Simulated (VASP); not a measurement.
# GaN (Fm-3m) in VASP: single point with PBE-based screened hybrid with 15 % exact exchange

Aim: the single point of GaN with PBE-based screened hybrid with 15 % exact exchange.

Everything below comes from runs of VASP 6.6.1. Logs are shortened: lines on timing, memory, paths and dates and some standing lists are left out, and cuts for length are marked.

## 1. The cell of the first run

Symmetry: Fm-3m, No. 225, cubic system. Conventional cell: a = 4.217 Å, b = 4.217 Å, c = 4.217 Å, α = 90.00°, β = 90.00°, γ = 90.00°. Ga (site symmetry m-3m) has 6 N at 2.11 Å within 2.8 Å. N (site symmetry m-3m) has 6 Ga at 2.11 Å within 2.8 Å.

## 2. Single point, PBE-based screened hybrid with 15 % exact exchange

File POSCAR:

```
GaN
1.0
    0.0000000000      2.1085153689      2.1085153689
    2.1085153689      0.0000000000      2.1085153689
    2.1085153689      2.1085153689      0.0000000000
Ga N
1 1
Direct
    0.5000000000      0.5000000000      0.5000000000
    0.0000000000      0.0000000000      0.0000000000
```

File INCAR.step1:

```
SYSTEM = GaN
  PREC = Accurate
  ENCUT = 520
  EDIFF = 1E-5
  ISMEAR = 0
  SIGMA = 0.01
  LREAL = .False.
  LASPH = .True.
  NELM = 60
  ALGO = Normal
  ISIF = 2
  LWAVE = .True.
  GGA = PE
  NBANDS = 16
```

File INCAR.step2:

```
SYSTEM = GaN
  PREC = Accurate
  ENCUT = 520
  EDIFF = 1E-6
  ISMEAR = 0
  SIGMA = 0.01
  LREAL = .False.
  LASPH = .True.
  NELM = 60
  ALGO = Normal
  ISIF = 2
  LWAVE = .False.
  LCHARG = .True.
  GGA = PE
  LHFCALC = .True.
  AEXX = 0.15
  HFSCREEN = 0.5
  PRECFOCK = Normal
  LELF = .True.
  LVHAR = .True.
  ISTART = 1
  NBANDS = 16
```

File KPOINTS:

```
Automatic mesh
0
Gamma
  6 6 6
  0 0 0
```

Potentials or basis: VASP PAW PBE potentials, release 64 (Ga_d, N).

On the command line:

```bash
cat potpaw_PBE.64/Ga_d/POTCAR potpaw_PBE.64/N/POTCAR > POTCAR
cp INCAR.step1 INCAR
mpirun -np 1 vasp_std > vasp.out
cp INCAR.step2 INCAR
mpirun -np 1 vasp_std > vasp.out
```

OUTCAR:

```text
SYSTEM = GaN
   PREC = Accurate
   ENCUT = 520
   EDIFF = 1E-6
   ISMEAR = 0
   LREAL = .False.
   LASPH = .True.
   NELM = 60
   ISIF = 2
   GGA = PE
   LHFCALC = .True.
   AEXX = 0.15
   HFSCREEN = 0.5
   PRECFOCK = Normal
   ISTART = 1

 ion  position               nearest neighbor table
   1  0.500  0.500  0.500-   2 2.11   2 2.11   2 2.11   2 2.11   2 2.11   2 2.11
   2  0.000  0.000  0.000-   1 2.11   1 2.11   1 2.11   1 2.11   1 2.11   1 2.11

  LATTYP: Found a face centered cubic cell.
 ALAT       =     4.2170307378

  Lattice vectors:

 A1 = (   0.0000000000,   2.1085153689,   2.1085153689)
 A2 = (   2.1085153689,   0.0000000000,   2.1085153689)
 A3 = (   2.1085153689,   2.1085153689,   0.0000000000)

Analysis of symmetry for initial positions (statically):
=====================================================================
 Subroutine PRICEL returns:
 Original cell was already a primitive cell.

 Routine SETGRP: Setting up the symmetry group for a
 face centered cubic supercell.

 Subroutine GETGRP returns: Found 48 space group operations
 (whereof 48 operations were pure point group operations)
 out of a pool of 48 trial point group operations.

The static configuration has the point symmetry O_h .

Analysis of symmetry for dynamics (positions and initial velocities):
=====================================================================
 Subroutine PRICEL returns:
 Original cell was already a primitive cell.

 Routine SETGRP: Setting up the symmetry group for a
 face centered cubic supercell.

 Subroutine GETGRP returns: Found 48 space group operations
 (whereof 48 operations were pure point group operations)
 out of a pool of 48 trial point group operations.

The dynamic configuration has the point symmetry O_h .

 Subroutine INISYM returns: Found 48 space group operations
 (whereof 48 operations are pure point group operations),
 and found     1 'primitive' translations

----------------------------------------------------------------------------------------

                                     Primitive cell

  volume of cell :      18.7482

  direct lattice vectors                    reciprocal lattice vectors
     0.000000000  2.108515369  2.108515369    -0.237133676  0.237133676  0.237133676
     2.108515369  0.000000000  2.108515369     0.237133676 -0.237133676  0.237133676
     2.108515369  2.108515369  0.000000000     0.237133676  0.237133676 -0.237133676

  length of vectors
     2.981891031  2.981891031  2.981891031     0.410727575  0.410727575  0.410727575

  position of ions in fractional coordinates (direct lattice)
     0.500000000  0.500000000  0.500000000
     0.000000000  0.000000000  0.000000000

  ion indices of the primitive-cell ions
   primitive index   ion index
                 1           1
                 2           2

----------------------------------------------------------------------------------------

 KPOINTS: Automatic mesh

Automatic generation of k-mesh.
 Grid dimensions read from file:
 generate k-points for:    6    6    6

 Generating k-lattice:

  Cartesian coordinates                     Fractional coordinates (reciprocal lattice)
    -0.039522279  0.039522279  0.039522279     0.166666667  0.000000000  0.000000000
     0.039522279 -0.039522279  0.039522279     0.000000000  0.166666667  0.000000000
     0.039522279  0.039522279 -0.039522279     0.000000000  0.000000000  0.166666667

  Length of vectors
     0.068454596  0.068454596  0.068454596

  Shift w.r.t. Gamma in fractional coordinates (k-lattice)
     0.000000000  0.000000000  0.000000000

 Subroutine IBZKPT returns following result:
 ===========================================

 Found     16 irreducible k-points:

 Following reciprocal coordinates:
            Coordinates               Weight
  0.000000  0.000000  0.000000      1.000000
  0.166667  0.000000  0.000000      8.000000
  0.333333  0.000000  0.000000      8.000000
  0.500000  0.000000  0.000000      4.000000
  0.166667  0.166667  0.000000      6.000000
  0.333333  0.166667  0.000000     24.000000
[... 8 lines left out ...]
 -0.333333  0.333333  0.166667     24.000000
 -0.333333  0.500000  0.166667     12.000000
   k-points           NKPTS =     16   k-points in BZ     NKDIM =    216   number of bands    NBANDS=     16
   number of dos      NEDOS =    301   number of ions     NIONS =      2
   total plane-waves  NPLWV =  13824
   dimension x,y,z NGX =    24 NGY =   24 NGZ =   24
   dimension x,y,z NGXF=    48 NGYF=   48 NGZF=   48
   ions per type =               1   1
   NGX,Y,Z   is equivalent  to a cutoff of  13.38, 13.38, 13.38 a.u.
   NGXF,Y,Z  is equivalent  to a cutoff of  26.76, 26.76, 26.76 a.u.
 SYSTEM =  GaN
   PREC   = accura    normal or accurate (medium, high low for compatibility)
   ISTART =      1    job   : 0-new  1-cont  2-samecut
   ICHARG =      0    charge: 1-file 2-atom 10-const
   ISPIN  =      1    spin polarized calculation?
   LNONCOLLINEAR =      F non collinear calculations
   LSORBIT =      F    spin-orbit coupling
   LASPH  =      T    aspherical Exc in radial PAW
   ENCUT  =  520.0 eV  38.22 Ry    6.18 a.u.   5.54  5.54  5.54*2*pi/ulx,y,z
   NELM   =     60;   NELMIN=  2; NELMDL=  0     # of ELM steps
   EDIFF  = 0.1E-05   stopping-criterion for ELM
   LREAL  =      F    real-space projection
   EDIFFG = 0.1E-04   stopping-criterion for IOM
   NSW    =      0    number of steps for IOM
   IBRION =     -1    ionic relax: 0-MD 1-quasi-New 2-CG
   NFREE  =      0    steps in history (QN), initial steepest desc. (CG)
   ISIF   =      2    stress and relaxation
   ISYM   =      3    0-nonsym 1-usesym 2-fastsym
   POTIM  = 0.5000    time-step for ionic-motion
   TEBEG  =    0.0;   TEEND  =   0.0 temperature during run
   PSTRESS=    0.0 pullay stress
   NELECT =      18.0000    total number of electrons
   NUPDOWN=      -1.0000    fix difference up-down
   EMIN   =  10.00;   EMAX   =-10.00  energy-range for DOS
   EFERMI =   0.00;   METHOD = LEGACY
   ISMEAR =     0;   SIGMA  =   0.01  broadening in eV -4-tet -1-fermi 0-gaus
   EFERMI_NEDOS =   21; number of points for ismear=-14 and -15
   IALGO  =     38    algorithm
   IMIX   =      1    mixing-type and parameters
     AMIX     =   0.40;   BMIX     =  1.00
     AMIX_MAG =   1.60;   BMIX_MAG =  1.00
  volume/ion in A,a.u.               =       9.37        63.26
  Fermi-wavevector in a.u.,A,eV,Ry     =   1.615024  3.051952 35.488097  2.608302
  Thomas-Fermi vector in A             =   2.709838
   LORBIT       =      0    0 simple, 1 ext, 2 COOP (PROOUT), +10 PAW based schemes
   GGA     = PE    functional components
   LHFCALC =     T    Hartree Fock is set to
   PRECFOCK=normal    Normal, Fast or Accurate (Low or Medium for compatibility)
   ENCUT4O =  -1.0   cutoff for four orbital integrals eV
   NKREDX  =     1    reduce k-point grid by
   NKREDY  =     1    reduce k-point grid by
   NKREDZ  =     1    reduce k-point grid by
   AEXX    =    0.1500 exact exchange contribution
   HFSCREEN=    0.5000 screening length (either q_TF or 0.3 A-1)
   HFSCREENC=   0.5000 screening length for correlation (either q_TF or 0.3 A-1)
   ENCUTFOCK=  -1.0 apply spherical cutoff to Coloumb kernel
   IVDW    =     0    specifies the selected vdW correction
   LEPSILON=     F    determine dielectric tensor
   LRPA    =     F    only Hartree local field effects (RPA)
 non-spin polarized calculation
 Gauss-broadening in eV      SIGMA  =   0.01
  energy-cutoff  :      520.00
  volume of cell :       18.75
 maximum number of plane-waves:       531
 NGX is ok and might be reduce to    24
  NGX = 18; NGY = 18; NGZ = 18

 number of electron      18.0000008 magnetization

 Free energy of the ion-electron system (eV)
  ---------------------------------------------------
  ext. energy  EPLUGINS =         0.00000000
  ---------------------------------------------------
  free energy    TOTEN  =       -12.12078497 eV

  energy without entropy =      -12.12078497  energy(sigma->0) =      -12.12078497

 E-fermi :   7.8250     XC(G=0): -11.9280

 val. band max:        7.7423260671   @ k =  -0.1667   0.1667   0.0000
 cond. band min:       8.7848936334   @ k =   0.5000   0.5000   0.0000
 fundamental gap:      1.0425675662
 Fermi energy:         7.8250279827

 k-point     1 :       0.0000    0.0000    0.0000
  band No.  band energies     occupation
      1     -10.4210      2.00000
      2      -7.4610      2.00000
      3      -7.4610      2.00000
      4      -7.4610      2.00000
      5      -7.3999      2.00000
      6      -7.3999      2.00000
[... 8 lines left out ...]
     15      24.4326      0.00000
     16      24.4326      0.00000

 k-point     2 :       0.1667    0.0000    0.0000
  band No.  band energies     occupation
      1      -9.8672      2.00000
      2      -7.4786      2.00000
      3      -7.4740      2.00000
      4      -7.4740      2.00000
      5      -7.3938      2.00000
      6      -7.3938      2.00000
[... 8 lines left out ...]
     15      24.9106      0.00000
     16      24.9106      0.00000

 k-point     3 :       0.3333    0.0000    0.0000
  band No.  band energies     occupation
      1      -8.4314      2.00000
      2      -7.5830      2.00000
      3      -7.5830      2.00000
      4      -7.4952      2.00000
      5      -7.2960      2.00000
      6      -7.2960      2.00000
[... 8 lines left out ...]
     15      27.9776      0.00000
     16      27.9776      0.00000

 k-point     4 :       0.5000    0.0000    0.0000
  band No.  band energies     occupation
      1      -7.6416      2.00000
      2      -7.6388      2.00000
      3      -7.6388      2.00000
      4      -7.2445      2.00000
      5      -7.2445      2.00000
      6      -7.1910      2.00000
[... 8 lines left out ...]
     15      31.6816      0.00000
     16      31.6816      0.00000
[... 172 lines left out ...]
 k-point    14 :       0.5000    0.3333    0.1667
  band No.  band energies     occupation
      1      -8.6933      2.00000
      2      -7.5270      2.00000
      3      -7.4882      2.00000
      4      -7.3569      2.00000
      5      -7.2660      2.00000
      6      -5.9831      2.00000
[... 8 lines left out ...]
     15      30.5015      0.00000
     16      32.8635      0.00000

 k-point    15 :      -0.3333    0.3333    0.1667
  band No.  band energies     occupation
      1      -8.6374      2.00000
      2      -7.5354      2.00000
      3      -7.4531      2.00000
      4      -7.4266      2.00000
      5      -7.2198      2.00000
      6      -5.0050      2.00000
[... 8 lines left out ...]
     15      27.2514      0.00000
     16      34.5540      0.00000

 k-point    16 :      -0.3333    0.5000    0.1667
  band No.  band energies     occupation
      1      -8.8819      2.00000
      2      -7.5509      2.00000
      3      -7.4156      2.00000
      4      -7.3292      2.00000
      5      -7.1843      2.00000
      6      -4.2707      2.00000
[... 8 lines left out ...]
     15      30.2918      0.00000
     16      36.3364      0.00000

------------------------ aborting loop because EDIFF is reached ----------------------------------------

  FORCE on cell =-STRESS in cart. coord.  units (eV):
  Direction    XX          YY          ZZ          XY          YZ          ZX
  --------------------------------------------------------------------------------------
  -------------------------------------------------------------------------------------
  Total        0.5529990      0.5529990      0.5529990      0.0000000     -0.0000000      0.0000000
  in kB       47.2579243     47.2579243     47.2579243      0.0000000     -0.0000000      0.0000000
  external PRESSURE =      47.2579243 kB  Pullay stress =       0.0000000 kB

 VOLUME and BASIS-vectors are now :
 -----------------------------------------------------------------------------
  energy-cutoff  :      520.00
  volume of cell :       18.75
      direct lattice vectors                 reciprocal lattice vectors
     0.000000000  2.108515369  2.108515369    -0.237133676  0.237133676  0.237133676
     2.108515369  0.000000000  2.108515369     0.237133676 -0.237133676  0.237133676
     2.108515369  2.108515369  0.000000000     0.237133676  0.237133676 -0.237133676

 POSITION                                       TOTAL-FORCE (eV/Angst)
 -----------------------------------------------------------------------------------
      2.10852      2.10852      2.10852         0.000000      0.000000      0.000000
      0.00000      0.00000      0.00000        -0.000000      0.000000     -0.000000
 -----------------------------------------------------------------------------------
    total drift:                                0.000002      0.000003      0.000003

  FREE ENERGIE OF THE ION-ELECTRON SYSTEM (eV)
  ---------------------------------------------------
  free  energy   TOTEN  =       -12.1207849748 eV

  energy  without entropy=      -12.1207849748  energy(sigma->0) =      -12.12078497
```

It took 47 min on 1 thread of Intel Xeon 8259CL, shared host; peak memory 0.26 GiB.

Results:

| Property | Result |
| --- | --- |
| Free energy | -12.1208 eV |
| Pressure | 4.7 GPa |
| Band gap on the k mesh | 1.04 eV (least direct gap 3.26 eV) |

Levels at points of the mesh, in eV from the valence-band top:
| k point | band 7 | band 8 | band 9 | band 10 | band 11 | band 12 |
| --- | --- | --- | --- | --- | --- | --- |
| (0.00, 0.00, 0.00) | -0.52 | -0.52 | -0.52 | 2.74 | 15.21 | 15.21 |
| (0.50, 0.00, 0.00) | -8.56 | -0.20 | -0.20 | 5.12 | 9.64 | 9.64 |
| (0.50, 0.50, 0.00) | -7.41 | -3.17 | -3.17 | 1.04 | 8.15 | 12.75 |

Caveat: the k points lie up to 0.43 Å⁻¹ apart; the PAW data sets were made with another functional, which shifts forces and pressure a little. A k mesh can miss the band edges.
